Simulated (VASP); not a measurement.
## NiO: single point with PBE0

Crystal: NiO.

```
Ni O
1.0
     0.00000    2.07190    2.07190
     2.07190    0.00000    2.07190
     2.07190    2.07190    0.00000
Ni O
1 1
Direct
  0.00000 0.00000 0.00000
  0.50000 0.50000 0.50000
```

```json
{"Program": "VASP 6.6.1", "Task": "single point", "Functional": "PBE0", "Potentials or basis": "VASP PAW PBE potentials, release 64 (Ni, O)", "Cutoff": "520 eV", "k mesh": "6 × 6 × 6", "Occupations": "fermi-dirac, width 0.05 eV", "Spin": "collinear spin, ferromagnetic start", "Starting moments": "[1.0, 0.0] μB", "Dipole correction": "no", "Grid for exact exchange (PRECFOCK)": "Normal", "Further INCAR settings": "ALGO = Normal; EDIFF = 1e-06; NBANDS = 19", "Share of exact exchange": "0.25"}
```

```yaml
Pressure: 8.5 GPa
Band_gap_on_the_k_mesh: 3.68 eV (least direct gap 4.77 eV)
Net_moment: 2.00 μB per cell
Site_moments: Ni +1.74; O +0.23 μB
Valence_electrons_inside_the_program's_atomic_spheres: Ni 8.94; O 5.08
```

Levels at points of the mesh, in eV from the valence-band top:
Spin up:
```
           k point  band 5  band 6  band 7  band 8  band 9  band 10  band 11  band 12  band 13  band 14
(0.00, 0.00, 0.00)   -4.21   -4.21   -2.48   -2.48   -2.48     4.53    20.91    22.11    22.11    22.11
(0.50, 0.00, 0.00)   -3.58   -3.58   -2.63    0.00    0.00     8.47    13.83    17.27    17.27    24.82
(0.50, 0.50, 0.00)   -4.09   -4.00   -4.00   -3.24   -3.24     9.28    14.27    14.89    20.52    20.52
```
Spin down:
| k point | band 5 | band 6 | band 7 | band 8 | band 9 | band 10 |
| --- | --- | --- | --- | --- | --- | --- |
| (0.00, 0.00, 0.00) | -1.69 | -1.69 | -1.69 | 3.68 | 3.68 | 5.00 |
| (0.50, 0.00, 0.00) | -1.80 | -1.80 | -1.43 | 6.81 | 6.81 | 8.68 |
| (0.50, 0.50, 0.00) | -3.33 | -1.96 | -1.96 | 4.29 | 5.01 | 9.84 |

It took 42 min on 1 thread of Intel(R) Xeon(R) Platinum 8375C CPU @ 2.90GHz (Ice Lake), on a shared host, peak memory 0.16 GiB.

Caveat: the k points lie up to 0.44 Å⁻¹ apart; the PAW data sets were made with another functional, which shifts forces and pressure a little; a cell with one magnetic atom can't hold antiferromagnetic order, which such compounds often take. A k mesh can miss the band edges.
